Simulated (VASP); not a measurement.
Here is a VASP 6.6.1 calculation.

INCAR

```
PREC     = Accurate       # precision mode
ENCUT    = 520            # plane-wave cutoff, eV
EDIFF    = 1E-7           # SCF threshold, eV
ISMEAR   = 0              # smearing method
SIGMA    = 0.02           # smearing width, eV
LREAL    = F              # projectors in reciprocal space
LASPH    = T              # aspherical terms in the spheres
NELM     = 120            # most SCF steps
ALGO     = Normal         # electronic algorithm
ISIF     = 2              # what is computed and relaxed
LWAVE    = F              # write WAVECAR
LCHARG   = F              # write CHGCAR
IBRION   = 2              # ionic algorithm
NSW      = 60             # ionic steps
EDIFFG   = -0.002         # ionic threshold
GGA_COMPAT= F            
NELMIN   = 4
```

File KPOINTS:

```
regular mesh
0
Gamma
  9 9 6
```

POSCAR

```
BN
1.0
    2.5206271985      0.0000000000      0.0000000000
   -1.2603135993      2.1829271874      0.0000000000
    0.0000000000      0.0000000000      4.2369422297
B N
2 2
Direct
    0.3333333333      0.6666666667     -0.0002237443
    0.6666666667      0.3333333333      0.4997762557
    0.3333333333      0.6666666667      0.3742237443
    0.6666666667      0.3333333333      0.8742237443
```

Potentials or basis: VASP PAW LDA potentials, release 64 (B, N).

Command:

```console
$ cat potpaw_LDA.64/B/POTCAR potpaw_LDA.64/N/POTCAR > POTCAR
$ mpirun -np 1 vasp_std > vasp.out
```

Q: Estimate the energy gained by relaxing.

A: 0.0 meV/atom.

Q: What does it give for the band gap on the k mesh?

A: 4.87 eV, indirect (least direct gap 8.05 eV).

Final structure:
```
CELL_PARAMETERS angstrom
2.52063 0.00000 0.00000
-1.26031 2.18293 0.00000
0.00000 0.00000 4.23694
ATOMIC_POSITIONS crystal
B 0.33333 0.66667 0.99982
B 0.66667 0.33333 0.49982
N 0.33333 0.66667 0.37418
N 0.66667 0.33333 0.87418
```

Caveat: the cell differs from its parent crystal (strained cell). A k mesh can miss the band edges.
